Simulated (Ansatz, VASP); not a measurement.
## One calculation of SiB2, two programs

```xyz
6
Lattice="4.8365 0.0000 0.0000 -2.4182 4.1885 0.0000 0.0000 0.0000 2.7972" Properties=species:S:1:pos:R:3 pbc="T T T"
Si    2.4182    1.3962    1.3986
Si    0.0000    2.7923    1.3986
B     0.5456    0.9450    0.0000
B    -1.8727    3.2435    0.0000
B     3.7453    0.0000    0.0000
B     0.0000    0.0000    1.3986
```

Change from the starting cell: species swapped into the Mg2Cd type (P-62m, No. 189).

Alike in both runs: task relaxation of cell and atoms; functional PBE; k mesh 12 × 12 × 14; occupations gaussian, width 0.1 eV; no spin polarisation.

```csv
,VASP,Ansatz
version,VASP 6.6.1,Ansatz 0.2.0
potentials or method,"VASP PAW PBE potentials, release 64 (Si, B), cutoff 600 eV","scalar-relativistic, plane waves, PAW"
valence electrons in the cell,20,20
```

|  | VASP | Ansatz | Ansatz less VASP |
| --- | --- | --- | --- |
| gap on the k mesh at the Fermi level, each at its own relaxed structure (eV) | none | none | - |
| relaxed volume (Å³/atom) | 9.58 | 9.59 | +0.009 |
| relaxed length of the cell vector where the two differ most in proportion (Å) | 4.925 | 4.928 | +0.0029 |

A gap of «none» marks a metal or a gap that the smearing closes.

Noted on VASP's run: too few bands were computed for a metal, which touches its energy and stress.
